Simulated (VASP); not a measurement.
# CdS (P6_3/mmc) in VASP: notebook

The runs below take CdS through single point, with PBE, LDA, r2SCAN.

All numbers are computed with VASP 6.6.1; they aren't measurements. Logs are shortened: lines on timing, memory, paths and dates and some standing lists are left out, and cuts for length are marked.

## Step 1: The cell of the first run

Symmetry: P6_3/mmc, No. 194, hexagonal system. The conventional cell has a = 4.409 Å, b = 4.409 Å, c = 5.748 Å, α = 90.00°, β = 90.00°, γ = 120.00°. Within 3.4 Å of Cd (site symmetry -6m2) lie 5 S at 2.55 to 2.87 Å. Within 3.4 Å of S (site symmetry -6m2) lie 5 Cd at 2.55 to 2.87 Å.

## Step 2: Single point, PBE

INCAR reads:

```
ALGO = Normal ; EDIFF = 1E-6
ENCUT = 520 ; GGA = PE
ISIF = 2 ; ISMEAR = 0
LASPH = T ; LCHARG = F
LREAL = F ; LWAVE = F
NBANDS = 26 ; NELM = 100
PREC = Accurate ; SIGMA = 0.01
```

KPOINTS reads:

```
k-points
0
Gamma
  6 6 4
```

POSCAR reads:

```
CdS
1.0
    4.4085296404      0.0000000000      0.0000000000
   -2.2042648202      3.8178986620      0.0000000000
    0.0000000000      0.0000000000      5.7481181855
Cd S
2 2
Direct
    0.3333333333      0.6666666667      0.2500000000
    0.6666666667      0.3333333333      0.7500000000
    0.6666666667      0.3333333333      0.2500000000
    0.3333333333      0.6666666667      0.7500000000
```

Potentials or basis: VASP PAW PBE potentials, release 64 (Cd, S).

Started as:

```console
$ cat potpaw_PBE.64/Cd/POTCAR potpaw_PBE.64/S/POTCAR > POTCAR
$ mpirun -np 1 vasp_std > vasp.out
```

OUTCAR:

```text
EDIFF = 1E-6
   ENCUT = 520
   GGA = PE
   ISIF = 2
   ISMEAR = 0
   LASPH = T
   LREAL = F
   NELM = 100
   PREC = Accurate

 ion  position               nearest neighbor table
   1  0.333  0.667  0.250-   3 2.55   3 2.55   3 2.55   4 2.87   4 2.87
   2  0.667  0.333  0.750-   4 2.55   4 2.55   4 2.55   3 2.87   3 2.87
   3  0.667  0.333  0.250-   1 2.55   1 2.55   1 2.55   2 2.87   2 2.87
   4  0.333  0.667  0.750-   2 2.55   2 2.55   2 2.55   1 2.87   1 2.87

  LATTYP: Found a hexagonal cell.
 ALAT       =     4.4085296404
 C/A-ratio  =     1.3038628873

  Lattice vectors:

 A1 = (   4.4085296404,   0.0000000000,   0.0000000000)
 A2 = (  -2.2042648202,   3.8178986620,   0.0000000000)
 A3 = (   0.0000000000,   0.0000000000,   5.7481181855)

Analysis of symmetry for initial positions (statically):
=====================================================================
 Subroutine PRICEL returns:
 Original cell was already a primitive cell.

 Routine SETGRP: Setting up the symmetry group for a
 hexagonal supercell.

 Subroutine GETGRP returns: Found 24 space group operations
 (whereof 12 operations were pure point group operations)
 out of a pool of 24 trial point group operations.

The static configuration has the point symmetry D_3d.
 The point group associated with its full space group is D_6h.

Analysis of symmetry for dynamics (positions and initial velocities):
=====================================================================
 Subroutine PRICEL returns:
 Original cell was already a primitive cell.

 Routine SETGRP: Setting up the symmetry group for a
 hexagonal supercell.

 Subroutine GETGRP returns: Found 24 space group operations
 (whereof 12 operations were pure point group operations)
 out of a pool of 24 trial point group operations.

The dynamic configuration has the point symmetry D_3d.
 The point group associated with its full space group is D_6h.

 Subroutine INISYM returns: Found 24 space group operations
 (whereof 12 operations are pure point group operations),
 and found     1 'primitive' translations

----------------------------------------------------------------------------------------

                                     Primitive cell

  volume of cell :      96.7484

  direct lattice vectors                    reciprocal lattice vectors
     4.408529640  0.000000000  0.000000000     0.226832999  0.130962093  0.000000000
    -2.204264820  3.817898662  0.000000000     0.000000000  0.261924186  0.000000000
     0.000000000  0.000000000  5.748118186     0.000000000  0.000000000  0.173969979

  length of vectors
     4.408529640  4.408529640  5.748118186     0.261924186  0.261924186  0.173969979

  position of ions in fractional coordinates (direct lattice)
     0.333333333  0.666666667  0.250000000
     0.666666667  0.333333333  0.750000000
     0.666666667  0.333333333  0.250000000
     0.333333333  0.666666667  0.750000000

  ion indices of the primitive-cell ions
   primitive index   ion index
                 1           1
                 2           2
                 3           3
                 4           4

----------------------------------------------------------------------------------------

 KPOINTS: k-points

Automatic generation of k-mesh.
 Grid dimensions read from file:
 generate k-points for:    6    6    4

 Generating k-lattice:

  Cartesian coordinates                     Fractional coordinates (reciprocal lattice)
     0.037805500  0.021827016  0.000000000     0.166666667  0.000000000  0.000000000
     0.000000000  0.043654031  0.000000000     0.000000000  0.166666667  0.000000000
     0.000000000  0.000000000  0.043492495     0.000000000  0.000000000  0.250000000

  Length of vectors
     0.043654031  0.043654031  0.043492495

  Shift w.r.t. Gamma in fractional coordinates (k-lattice)
     0.000000000  0.000000000  0.000000000

 Subroutine IBZKPT returns following result:
 ===========================================

 Found     21 irreducible k-points:

 Following reciprocal coordinates:
            Coordinates               Weight
  0.000000  0.000000  0.000000      1.000000
  0.166667  0.000000  0.000000      6.000000
  0.333333  0.000000  0.000000      6.000000
  0.500000  0.000000  0.000000      3.000000
  0.166667  0.166667  0.000000      6.000000
  0.333333  0.166667  0.000000     12.000000
[... 13 lines left out ...]
  0.333333  0.166667  0.500000     12.000000
  0.333333  0.333333  0.500000      2.000000
   k-points           NKPTS =     21   k-points in BZ     NKDIM =     21   number of bands    NBANDS=     26
   number of dos      NEDOS =    301   number of ions     NIONS =      4
   total plane-waves  NPLWV =  62208
   dimension x,y,z NGX =    36 NGY =   36 NGZ =   48
   dimension x,y,z NGXF=    72 NGYF=   72 NGZF=   96
   ions per type =               2   2
   NGX,Y,Z   is equivalent  to a cutoff of  13.58, 13.58, 13.88 a.u.
   NGXF,Y,Z  is equivalent  to a cutoff of  27.15, 27.15, 27.76 a.u.
 SYSTEM =  unknown system
   PREC   = accura    normal or accurate (medium, high low for compatibility)
   ISTART =      0    job   : 0-new  1-cont  2-samecut
   ICHARG =      2    charge: 1-file 2-atom 10-const
   ISPIN  =      1    spin polarized calculation?
   LNONCOLLINEAR =      F non collinear calculations
   LSORBIT =      F    spin-orbit coupling
   LASPH  =      T    aspherical Exc in radial PAW
   ENCUT  =  520.0 eV  38.22 Ry    6.18 a.u.   8.20  8.20 10.69*2*pi/ulx,y,z
   NELM   =    100;   NELMIN=  2; NELMDL= -5     # of ELM steps
   EDIFF  = 0.1E-05   stopping-criterion for ELM
   LREAL  =      F    real-space projection
   EDIFFG = 0.1E-04   stopping-criterion for IOM
   NSW    =      0    number of steps for IOM
   IBRION =     -1    ionic relax: 0-MD 1-quasi-New 2-CG
   NFREE  =      0    steps in history (QN), initial steepest desc. (CG)
   ISIF   =      2    stress and relaxation
   ISYM   =      2    0-nonsym 1-usesym 2-fastsym
   POTIM  = 0.5000    time-step for ionic-motion
   TEBEG  =    0.0;   TEEND  =   0.0 temperature during run
   PSTRESS=    0.0 pullay stress
   NELECT =      36.0000    total number of electrons
   NUPDOWN=      -1.0000    fix difference up-down
   EMIN   =  10.00;   EMAX   =-10.00  energy-range for DOS
   EFERMI =   0.00;   METHOD = LEGACY
   ISMEAR =     0;   SIGMA  =   0.01  broadening in eV -4-tet -1-fermi 0-gaus
   EFERMI_NEDOS =   21; number of points for ismear=-14 and -15
   IALGO  =     38    algorithm
   IMIX   =      4    mixing-type and parameters
     AMIX     =   0.40;   BMIX     =  1.00
     AMIX_MAG =   1.60;   BMIX_MAG =  1.00
  volume/ion in A,a.u.               =      24.19       163.22
  Fermi-wavevector in a.u.,A,eV,Ry     =   1.177500  2.225153 18.864574  1.386507
  Thomas-Fermi vector in A             =   2.313846
   LORBIT       =      0    0 simple, 1 ext, 2 COOP (PROOUT), +10 PAW based schemes
   GGA     = PE    functional components
   LHFCALC =     F    Hartree Fock is set to
   AEXX    =    0.0000 exact exchange contribution
   IVDW    =     0    specifies the selected vdW correction
   LEPSILON=     F    determine dielectric tensor
   LRPA    =     F    only Hartree local field effects (RPA)
 non-spin polarized calculation
 Gauss-broadening in eV      SIGMA  =   0.01
  energy-cutoff  :      520.00
  volume of cell :       96.75
 maximum number of plane-waves:      2631
 NGX is ok and might be reduce to    36
   NGX = 17   NGY = 17   NGZ = 21

 number of electron      36.0000001 magnetization

 Free energy of the ion-electron system (eV)
  ---------------------------------------------------
  ext. energy  EPLUGINS =         0.00000000
  ---------------------------------------------------
  free energy    TOTEN  =       -11.91884859 eV

  energy without entropy =      -11.91884859  energy(sigma->0) =      -11.91884859

 E-fermi :   1.6407     XC(G=0):  -9.2933

 val. band max:        1.5736581086   @ k =   0.3333   0.3333   0.5000
 cond. band min:       2.5635116080   @ k =   0.0000   0.0000   0.0000
 fundamental gap:      0.9898534993
 Fermi energy:         1.6406783124

 k-point     1 :       0.0000    0.0000    0.0000
  band No.  band energies     occupation
      1     -10.8508      2.00000
      2     -10.1562      2.00000
      3      -6.2310      2.00000
      4      -6.2310      2.00000
      5      -6.2180      2.00000
      6      -6.2180      2.00000
[... 18 lines left out ...]
     25      10.5081      0.00000
     26      10.7026      0.00000

 k-point     2 :       0.1667    0.0000    0.0000
  band No.  band energies     occupation
      1     -10.7532      2.00000
      2     -10.1352      2.00000
      3      -6.1849      2.00000
      4      -6.1808      2.00000
      5      -6.1692      2.00000
      6      -6.1574      2.00000
[... 18 lines left out ...]
     25       9.4168      0.00000
     26      10.3153      0.00000

 k-point     3 :       0.3333    0.0000    0.0000
  band No.  band energies     occupation
      1     -10.5285      2.00000
      2     -10.1191      2.00000
      3      -6.0751      2.00000
      4      -6.0552      2.00000
      5      -6.0272      2.00000
      6      -5.9869      2.00000
[... 18 lines left out ...]
     25       9.9155      0.00000
     26      10.1008      0.00000

 k-point     4 :       0.5000    0.0000    0.0000
  band No.  band energies     occupation
      1     -10.3799      2.00000
      2     -10.1456      2.00000
      3      -6.0195      2.00000
      4      -5.9638      2.00000
      5      -5.9566      2.00000
      6      -5.9514      2.00000
[... 18 lines left out ...]
     25      10.1534      0.00000
     26      11.6193      0.00000
[... 409 lines left out ...]
      1     -10.2784      2.00000
      2     -10.2784      2.00000
      3      -6.1466      2.00000
      4      -6.1466      2.00000
      5      -6.0982      2.00000
      6      -6.0982      2.00000
[... 18 lines left out ...]
     25       9.1494      0.00000
     26       9.1494      0.00000

 k-point    20 :       0.3333    0.1667    0.5000
  band No.  band energies     occupation
      1     -10.1769      2.00000
      2     -10.1769      2.00000
      3      -6.1020      2.00000
      4      -6.1020      2.00000
      5      -6.0287      2.00000
      6      -6.0287      2.00000
[... 18 lines left out ...]
     25       9.8761      0.00000
     26       9.8761      0.00000

 k-point    21 :       0.3333    0.3333    0.5000
  band No.  band energies     occupation
      1     -10.1434      2.00000
      2     -10.1434      2.00000
      3      -6.1123      2.00000
      4      -6.1123      2.00000
      5      -5.9798      2.00000
      6      -5.9798      2.00000
[... 18 lines left out ...]
     25       9.3699      0.00000
     26       9.3699      0.00000

------------------------ aborting loop because EDIFF is reached ----------------------------------------

  FORCE on cell =-STRESS in cart. coord.  units (eV):
  Direction    XX          YY          ZZ          XY          YZ          ZX
  --------------------------------------------------------------------------------------
  -------------------------------------------------------------------------------------
  Total        1.1021419      1.1021419      1.0307548      0.0000000      0.0000000      0.0000000
  in kB       18.2517382     18.2517382     17.0695518      0.0000000      0.0000000      0.0000000
  external PRESSURE =      17.8576761 kB  Pullay stress =       0.0000000 kB

 VOLUME and BASIS-vectors are now :
 -----------------------------------------------------------------------------
  energy-cutoff  :      520.00
  volume of cell :       96.75
      direct lattice vectors                 reciprocal lattice vectors
     4.408529640  0.000000000  0.000000000     0.226832999  0.130962093  0.000000000
    -2.204264820  3.817898662  0.000000000     0.000000000  0.261924186  0.000000000
     0.000000000  0.000000000  5.748118186     0.000000000  0.000000000  0.173969979

 POSITION                                       TOTAL-FORCE (eV/Angst)
 -----------------------------------------------------------------------------------
     -0.00000      2.54527      1.43703         0.000000     -0.000000      0.000000
      2.20426      1.27263      4.31109        -0.000000     -0.000000      0.000000
      2.20426      1.27263      1.43703        -0.000000     -0.000000      0.000000
     -0.00000      2.54527      4.31109         0.000000      0.000000      0.000000
 -----------------------------------------------------------------------------------
    total drift:                               -0.000000      0.000000     -0.000000

  FREE ENERGIE OF THE ION-ELECTRON SYSTEM (eV)
  ---------------------------------------------------
  free  energy   TOTEN  =       -11.9188485919 eV

  energy  without entropy=      -11.9188485919  energy(sigma->0) =      -11.91884859
```

Wall time 32 s (1 thread of AMD EPYC 9R45 (Zen 5), shared host); peak memory 0.22 GiB.

What came out:

- Free energy: -11.9188 eV
- Pressure: 1.8 GPa
- Band gap on the k mesh: 0.99 eV, indirect (least direct gap 1.26 eV)

A k mesh can miss the band edges. A hybrid or GW would open this gap; PBE tends to underestimate it.

## Step 3: Single point, LDA

INCAR reads:

```
  ALGO = Normal
  EDIFF = 1E-6
  ENCUT = 520
  ISIF = 2
  ISMEAR = 0
  LASPH = T
  LCHARG = F
  LREAL = F
  LWAVE = F
  NBANDS = 26
  NELM = 60
  PREC = Accurate
  SIGMA = 0.01
```

KPOINTS is that of step 2.

POSCAR is that of step 2.

Potentials or basis: VASP PAW LDA potentials, release 64 (Cd, S).

Started as:

```console
$ cat potpaw_LDA.64/Cd/POTCAR potpaw_LDA.64/S/POTCAR > POTCAR
$ mpirun -np 1 vasp_std > vasp.out
```

It took 35 s on 1 thread of AMD EPYC 9R45 (Zen 5), shared host; peak memory 0.19 GiB.

It converged, with:

- Free energy: -14.4352 eV
- Pressure: -3.5 GPa
- Band gap on the k mesh: 0.74 eV, indirect (least direct gap 1.02 eV)

Stress tensor (GPa, compression positive):
```
-3.62  0.00  0.00
 0.00 -3.62  0.00
 0.00  0.00 -3.20
```

Levels at points of the mesh, in eV from the valence-band top:
| k point | band 15 | band 16 | band 17 | band 18 | band 19 | band 20 | band 21 | band 22 |
| --- | --- | --- | --- | --- | --- | --- | --- | --- |
| (0.00, 0.00, 0.00) | -1.27 | -0.35 | -0.29 | -0.29 | 0.74 | 0.81 | 5.46 | 5.46 |
| (0.50, 0.00, 0.00) | -2.52 | -2.47 | -1.35 | -1.14 | 2.27 | 3.56 | 5.96 | 6.53 |
| (0.00, 0.00, 0.50) | -0.74 | -0.74 | -0.74 | -0.74 | 2.69 | 2.69 | 5.61 | 5.61 |
| (0.50, 0.00, 0.50) | -1.83 | -1.83 | -0.40 | -0.40 | 3.60 | 3.60 | 4.91 | 4.91 |

[end of part 1 of 2]
